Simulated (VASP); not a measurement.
# CuO (P4/mmm) in VASP: further runs

Runs on CuO. Level: PBEsol. Tasks: single point.

Program: VASP 6.6.1. These are calculated values, not measurements. Logs are shortened: lines on timing, memory, paths and dates and some standing lists are left out, and cuts for length are marked.

### Step 1. The cell of the first run

Symmetry: P4/mmm, No. 123, tetragonal system. Conventional cell: a = 3.881 Å, b = 3.881 Å, c = 3.834 Å, α = 90.00°, β = 90.00°, γ = 90.00°. Cu (site symmetry mmm) has 4 O at 1.92 to 1.94 Å within 2.5 Å. Within 2.5 Å of Cu (site symmetry 4/mmm) lie 6 O at 1.92 to 1.94 Å. Within 2.5 Å of O (site symmetry 4/mmm) lie 6 Cu at 1.92 to 1.94 Å. O (site symmetry mmm) has 4 Cu at 1.92 to 1.94 Å within 2.5 Å.

### Step 2. Single point, PBEsol

Contents of INCAR:

```
SYSTEM = CuO
  ALGO = Normal
  EDIFF = 1E-6
  ENCUT = 520
  GGA = PS
  ISIF = 2
  ISMEAR = -1
  LASPH = .TRUE.
  LCHARG = .TRUE.
  LELF = .TRUE.
  LREAL = .FALSE.
  LVHAR = .TRUE.
  LWAVE = .FALSE.
  NBANDS = 34
  NELM = 100
  PREC = Accurate
  SIGMA = 0.05
```

Contents of KPOINTS:

```
k-points
0
G
  7 7 7
  0 0 0
```

Contents of POSCAR:

```
CuO
1.0
    3.8807485109      0.0000000000      0.0000000000
    0.0000000000      3.8807485109      0.0000000000
    0.0000000000      0.0000000000      3.8340487626
Cu O
3 3
Direct
    0.5000000000      0.0000000000      0.5000000000
    0.0000000000      0.5000000000      0.5000000000
    0.0000000000      0.0000000000      0.0000000000
    0.0000000000      0.0000000000      0.5000000000
    0.5000000000      0.0000000000      0.0000000000
    0.0000000000      0.5000000000      0.0000000000
```

Potentials or basis: VASP PAW PBE potentials, release 64 (Cu, O).

The run is started by

```console
> cat potpaw_PBE.64/Cu/POTCAR potpaw_PBE.64/O/POTCAR > POTCAR
> mpirun -np 1 vasp_std > vasp.out
```

OUTCAR:

```text
SYSTEM = CuO
   EDIFF = 1E-6
   ENCUT = 520
   GGA = PS
   ISIF = 2
   ISMEAR = -1
   LASPH = .TRUE.
   LREAL = .FALSE.
   NELM = 100
   PREC = Accurate

 ion  position               nearest neighbor table
   1  0.500  0.000  0.500-   5 1.92   5 1.92   4 1.94   4 1.94   3 2.73   3 2.73   3 2.73   3 2.73
                             2 2.74   2 2.74   2 2.74   2 2.74
   2  0.000  0.500  0.500-   6 1.92   6 1.92   4 1.94   4 1.94   3 2.73   3 2.73   3 2.73   3 2.73
                             1 2.74   1 2.74   1 2.74   1 2.74
   3  0.000  0.000  0.000-   4 1.92   4 1.92   6 1.94   5 1.94   6 1.94   5 1.94   2 2.73   2 2.73
                             2 2.73   1 2.73   2 2.73   1 2.73   1 2.73   1 2.73
   4  0.000  0.000  0.500-   3 1.92   3 1.92   1 1.94   2 1.94   2 1.94   1 1.94
   5  0.500  0.000  0.000-   1 1.92   1 1.92   3 1.94   3 1.94
   6  0.000  0.500  0.000-   2 1.92   2 1.92   3 1.94   3 1.94

  LATTYP: Found a simple tetragonal cell.
 ALAT       =     3.8807485109
 C/A-ratio  =     0.9879663039

  Lattice vectors:

 A1 = (   3.8807485109,   0.0000000000,   0.0000000000)
 A2 = (   0.0000000000,   3.8807485109,   0.0000000000)
 A3 = (   0.0000000000,   0.0000000000,   3.8340487626)

Analysis of symmetry for initial positions (statically):
=====================================================================
 Subroutine PRICEL returns:
 Original cell was already a primitive cell.

 Routine SETGRP: Setting up the symmetry group for a
 simple tetragonal supercell.

 Subroutine GETGRP returns: Found 16 space group operations
 (whereof 16 operations were pure point group operations)
 out of a pool of 16 trial point group operations.

The static configuration has the point symmetry D_4h.

Analysis of symmetry for dynamics (positions and initial velocities):
=====================================================================
 Subroutine PRICEL returns:
 Original cell was already a primitive cell.

 Routine SETGRP: Setting up the symmetry group for a
 simple tetragonal supercell.

 Subroutine GETGRP returns: Found 16 space group operations
 (whereof 16 operations were pure point group operations)
 out of a pool of 16 trial point group operations.

The dynamic configuration has the point symmetry D_4h.

 Subroutine INISYM returns: Found 16 space group operations
 (whereof 16 operations are pure point group operations),
 and found     1 'primitive' translations

----------------------------------------------------------------------------------------

                                     Primitive cell

  volume of cell :      57.7416

  direct lattice vectors                    reciprocal lattice vectors
     3.880748511  0.000000000  0.000000000     0.257682248  0.000000000  0.000000000
     0.000000000  3.880748511  0.000000000     0.000000000  0.257682248  0.000000000
     0.000000000  0.000000000  3.834048763     0.000000000  0.000000000  0.260820887

  length of vectors
     3.880748511  3.880748511  3.834048763     0.257682248  0.257682248  0.260820887

  position of ions in fractional coordinates (direct lattice)
     0.500000000  0.000000000  0.500000000
     0.000000000  0.500000000  0.500000000
     0.000000000  0.000000000  0.000000000
     0.000000000  0.000000000  0.500000000
     0.500000000  0.000000000  0.000000000
     0.000000000  0.500000000  0.000000000

  ion indices of the primitive-cell ions
   primitive index   ion index
                 1           1
                 2           2
                 3           3
                 4           4
                 5           5
                 6           6

----------------------------------------------------------------------------------------

 KPOINTS: k-points

Automatic generation of k-mesh.
 Grid dimensions read from file:
 generate k-points for:    7    7    7

 Generating k-lattice:

  Cartesian coordinates                     Fractional coordinates (reciprocal lattice)
     0.036811750  0.000000000  0.000000000     0.142857143  0.000000000  0.000000000
     0.000000000  0.036811750  0.000000000     0.000000000  0.142857143  0.000000000
     0.000000000  0.000000000  0.037260127     0.000000000  0.000000000  0.142857143

  Length of vectors
     0.036811750  0.036811750  0.037260127

  Shift w.r.t. Gamma in fractional coordinates (k-lattice)
     0.000000000  0.000000000  0.000000000

 Subroutine IBZKPT returns following result:
 ===========================================

 Found     40 irreducible k-points:

 Following reciprocal coordinates:
            Coordinates               Weight
  0.000000  0.000000  0.000000      1.000000
  0.142857  0.000000  0.000000      4.000000
  0.285714  0.000000  0.000000      4.000000
  0.428571  0.000000  0.000000      4.000000
  0.142857  0.142857  0.000000      4.000000
  0.285714  0.142857  0.000000      8.000000
[... 16 lines left out ...]
  0.285714  0.000000  0.285714      8.000000
  0.428571  0.000000  0.285714      8.000000
 [... further k-points ...]
   k-points           NKPTS =     40   k-points in BZ     NKDIM =     40   number of bands    NBANDS=     34
   number of dos      NEDOS =    301   number of ions     NIONS =      6
   total plane-waves  NPLWV =  27000
   dimension x,y,z NGX =    30 NGY =   30 NGZ =   30
   dimension x,y,z NGXF=    60 NGYF=   60 NGZF=   60
   ions per type =               3   3
   NGX,Y,Z   is equivalent  to a cutoff of  12.85, 12.85, 13.01 a.u.
   NGXF,Y,Z  is equivalent  to a cutoff of  25.70, 25.70, 26.02 a.u.
 SYSTEM =  CuO
   PREC   = accura    normal or accurate (medium, high low for compatibility)
   ISTART =      0    job   : 0-new  1-cont  2-samecut
   ICHARG =      2    charge: 1-file 2-atom 10-const
   ISPIN  =      1    spin polarized calculation?
   LNONCOLLINEAR =      F non collinear calculations
   LSORBIT =      F    spin-orbit coupling
   LASPH  =      T    aspherical Exc in radial PAW
   ENCUT  =  520.0 eV  38.22 Ry    6.18 a.u.   7.22  7.22  7.13*2*pi/ulx,y,z
   NELM   =    100;   NELMIN=  2; NELMDL= -5     # of ELM steps
   EDIFF  = 0.1E-05   stopping-criterion for ELM
   LREAL  =      F    real-space projection
   EDIFFG = 0.1E-04   stopping-criterion for IOM
   NSW    =      0    number of steps for IOM
   IBRION =     -1    ionic relax: 0-MD 1-quasi-New 2-CG
   NFREE  =      0    steps in history (QN), initial steepest desc. (CG)
   ISIF   =      2    stress and relaxation
   ISYM   =      2    0-nonsym 1-usesym 2-fastsym
   POTIM  = 0.5000    time-step for ionic-motion
   TEBEG  =    0.0;   TEEND  =   0.0 temperature during run
   PSTRESS=    0.0 pullay stress
   NELECT =      51.0000    total number of electrons
   NUPDOWN=      -1.0000    fix difference up-down
   EMIN   =  10.00;   EMAX   =-10.00  energy-range for DOS
   EFERMI =   0.00;   METHOD = LEGACY
   ISMEAR =    -1;   SIGMA  =   0.05  broadening in eV -4-tet -1-fermi 0-gaus
   EFERMI_NEDOS =   21; number of points for ismear=-14 and -15
   IALGO  =     38    algorithm
   IMIX   =      4    mixing-type and parameters
     AMIX     =   0.40;   BMIX     =  1.00
     AMIX_MAG =   1.60;   BMIX_MAG =  1.00
  volume/ion in A,a.u.               =       9.62        64.94
  Fermi-wavevector in a.u.,A,eV,Ry     =   1.570732  2.968253 33.568268  2.467198
  Thomas-Fermi vector in A             =   2.672421
   LORBIT       =      0    0 simple, 1 ext, 2 COOP (PROOUT), +10 PAW based schemes
   GGA     = PS    functional components
   LHFCALC =     F    Hartree Fock is set to
   AEXX    =    0.0000 exact exchange contribution
   IVDW    =     0    specifies the selected vdW correction
   LEPSILON=     F    determine dielectric tensor
   LRPA    =     F    only Hartree local field effects (RPA)
 non-spin polarized calculation
  energy-cutoff  :      520.00
  volume of cell :       57.74
 maximum number of plane-waves:      1566
 NGX is ok and might be reduce to    30
   NGX = 15   NGY = 15   NGZ = 15

 number of electron      50.9999953 magnetization

 Free energy of the ion-electron system (eV)
  ---------------------------------------------------
  ext. energy  EPLUGINS =         0.00000000
  ---------------------------------------------------
  free energy    TOTEN  =       -30.16594715 eV

  energy without entropy =      -30.14486300  energy(sigma->0) =      -30.15540507

 E-fermi :   5.8641     XC(G=0): -12.3371

 val. band max:        5.8307660188   @ k =   0.4286   0.2857   0.2857
 cond. band min:       5.8921430449   @ k =   0.4286   0.4286   0.4286
 fundamental gap:      0.0613770261
 Fermi energy:         5.8640885226

 k-point     1 :       0.0000    0.0000    0.0000
  band No.  band energies     occupation
      1     -15.2309      2.00000
      2     -12.7062      2.00000
      3     -11.9654      2.00000
      4      -1.2903      2.00000
      5      -1.0419      2.00000
      6      -1.0419      2.00000
[... 26 lines left out ...]
     33      17.4669      0.00000
     34      17.5889      0.00000

 k-point     2 :       0.1429    0.0000    0.0000
  band No.  band energies     occupation
      1     -15.1744      2.00000
      2     -12.6717      2.00000
      3     -12.0047      2.00000
      4      -1.2728      2.00000
      5      -1.2663      2.00000
      6      -1.0560      2.00000
[... 26 lines left out ...]
     33      17.5505      0.00000
     34      18.1053      0.00000

 k-point     3 :       0.2857    0.0000    0.0000
  band No.  band energies     occupation
      1     -15.0402      2.00000
      2     -12.5771      2.00000
      3     -12.1167      2.00000
      4      -1.6795      2.00000
      5      -1.2032      2.00000
      6      -1.0880      2.00000
[... 26 lines left out ...]
     33      17.4518      0.00000
     34      19.5178      0.00000

 k-point     4 :       0.4286    0.0000    0.0000
  band No.  band energies     occupation
      1     -14.9242      2.00000
      2     -12.4425      2.00000
      3     -12.2748      2.00000
      4      -1.9070      2.00000
      5      -1.1395      2.00000
      6      -1.1140      2.00000
[... 26 lines left out ...]
     33      18.4726      0.00000
     34      19.3228      0.00000

 k-point     5 :       0.1429    0.1429    0.0000
  band No.  band energies     occupation
      1     -15.1181      2.00000
      2     -12.6390      2.00000
      3     -12.0384      2.00000
      4      -1.3344      2.00000
      5      -1.2440      2.00000
      6      -1.2433      2.00000
[... 621 lines left out ...]
 k-point    22 :       0.1429    0.0000    0.2857
  band No.  band energies     occupation
      1     -14.9163      2.00000
      2     -12.7442      2.00000
      3     -11.8524      2.00000
      4      -1.9638      2.00000
      5      -1.1903      2.00000
      6      -0.9555      2.00000
[... 26 lines left out ...]
     33      16.6502      0.00000
     34      19.9123      0.00000

 k-point    23 :       0.2857    0.0000    0.2857
  band No.  band energies     occupation
      1     -14.8057      2.00000
      2     -12.5939      2.00000
      3     -11.9655      2.00000
      4      -2.2656      2.00000
      5      -1.7118      2.00000
      6      -1.0228      2.00000
[... 26 lines left out ...]
     33      17.2974      0.00000
     34      19.5795      0.00000

 k-point    24 :       0.4286    0.0000    0.2857
  band No.  band energies     occupation
      1     -14.7125      2.00000
      2     -12.3916      2.00000
      3     -12.1411      2.00000
      4      -2.4894      2.00000
      5      -2.1345      2.00000
      6      -1.0766      2.00000
[... 26 lines left out ...]
     33      17.7800      0.00000
     34      19.2073      0.00000

 [... further k-points ...]

------------------------ aborting loop because EDIFF is reached ----------------------------------------

  FORCE on cell =-STRESS in cart. coord.  units (eV):
  Direction    XX          YY          ZZ          XY          YZ          ZX
  --------------------------------------------------------------------------------------
  -------------------------------------------------------------------------------------
  Total        7.4794809      7.4794809      7.6566692      0.0000000      0.0000000      0.0000000
  in kB      207.5359850    207.5359850    212.4524948      0.0000000      0.0000000      0.0000000
  external PRESSURE =     209.1748216 kB  Pullay stress =       0.0000000 kB

 VOLUME and BASIS-vectors are now :
 -----------------------------------------------------------------------------
  energy-cutoff  :      520.00
  volume of cell :       57.74
      direct lattice vectors                 reciprocal lattice vectors
     3.880748511  0.000000000  0.000000000     0.257682248  0.000000000  0.000000000
     0.000000000  3.880748511  0.000000000     0.000000000  0.257682248  0.000000000
     0.000000000  0.000000000  3.834048763     0.000000000  0.000000000  0.260820887

 POSITION                                       TOTAL-FORCE (eV/Angst)
 -----------------------------------------------------------------------------------
      1.94037      0.00000      1.91702         0.000000      0.000000      0.000000
      0.00000      1.94037      1.91702         0.000000      0.000000      0.000000
      0.00000      0.00000      0.00000         0.000000      0.000000      0.000000
      0.00000      0.00000      1.91702         0.000000      0.000000      0.000000
      1.94037      0.00000      0.00000         0.000000      0.000000      0.000000
      0.00000      1.94037      0.00000         0.000000      0.000000      0.000000
 -----------------------------------------------------------------------------------
    total drift:                                0.000000      0.000000     -0.000000

  FREE ENERGIE OF THE ION-ELECTRON SYSTEM (eV)
  ---------------------------------------------------
  free  energy   TOTEN  =       -30.1659471474 eV

  energy  without entropy=      -30.1448629966  energy(sigma->0) =      -30.15540507
```

Run time: 85 s. Hardware: 1 thread of Intel Xeon Platinum 8488C (Sapphire Rapids), shared host; peak memory 0.2 GiB.

Results:

```
Free energy            : -30.1659 eV
Pressure               : 20.9 GPa
Band gap on the k mesh : zero (an odd number of electrons rules out a gap without spin polarisation)
```

Caveat: the cell stands under pressure; the PAW data sets were made with another functional, which shifts forces and pressure a little; an odd number of electrons without spin polarisation forces a metal; a magnetic or distorted state may lie lower; semilocal functionals often make such compounds metallic where correlation or magnetic order opens a gap, which also shifts bond lengths. With open d or f shells a metallic result of PBEsol can be an artefact of self-interaction; +U or a hybrid may open a gap.

### Step 3. Single point, PBEsol

This run uses another cell than the first one, of 10.10 Å³/atom.

Contents of INCAR:

```
SYSTEM = CuO
PREC = Accurate
ENCUT = 520
EDIFF = 1E-7
ISMEAR = -1
SIGMA = 0.05
LREAL = .FALSE.
LASPH = .TRUE.
NELM = 100
ALGO = Normal
ISIF = 2
LWAVE = .FALSE.
LCHARG = .TRUE.
GGA = PS
LELF = .TRUE.
LVHAR = .TRUE.
NBANDS = 34
```

Contents of KPOINTS:

```
regular mesh
0
G
  7 7 7
  0 0 0
```

POSCAR, as its differences from that of step 2:

```diff
@@ -2,5 +2,5 @@
 1.0
-    3.8807485109      0.0000000000      0.0000000000
-    0.0000000000      3.8807485109      0.0000000000
-    0.0000000000      0.0000000000      3.8340487626
+    3.9708729804      0.0000000000      0.0000000000
+    0.0000000000      3.9708729804      0.0000000000
+    0.0000000000      0.0000000000      3.8447384121
 Cu O
```

Potentials or basis: VASP PAW PBE potentials, release 64 (Cu, O).

The run is started by

```console
> cat potpaw_PBE.64/Cu/POTCAR potpaw_PBE.64/O/POTCAR > POTCAR
> mpirun -np 1 vasp_std > vasp.out
```

Wall time 1.7 min (1 thread of Intel Xeon Platinum 8488C (Sapphire Rapids), shared host); peak memory 0.2 GiB.

The run converged. Its results:

```yaml
Free_energy: -30.4489 eV
Pressure: 10.8 GPa
Band_gap_on_the_k_mesh: zero (an odd number of electrons rules out a gap without spin polarisation)
```

Stress tensor (GPa, compression positive):
```
10.57  0.00  0.00
 0.00 10.57  0.00
 0.00  0.00 11.23
```

Levels at points of the mesh, in eV from the Fermi level:
| k point | band 24 | band 25 | band 26 | band 27 | band 28 | band 29 |
| --- | --- | --- | --- | --- | --- | --- |
| (0.00, 0.00, 0.00) | -1.61 | -1.60 | -1.60 | -1.43 | 1.38 | 6.66 |

Caveat: the cell stands under pressure; the PAW data sets were made with another functional, which shifts forces and pressure a little; an odd number of electrons without spin polarisation forces a metal; a magnetic or distorted state may lie lower; semilocal functionals often make such compounds metallic where correlation or magnetic order opens a gap, which also shifts bond lengths. With open d or f shells a metallic result of PBEsol can be an artefact of self-interaction; +U or a hybrid may open a gap.

The gap in the log of VASP goes by the Fermi energy; the results here count the filled bands.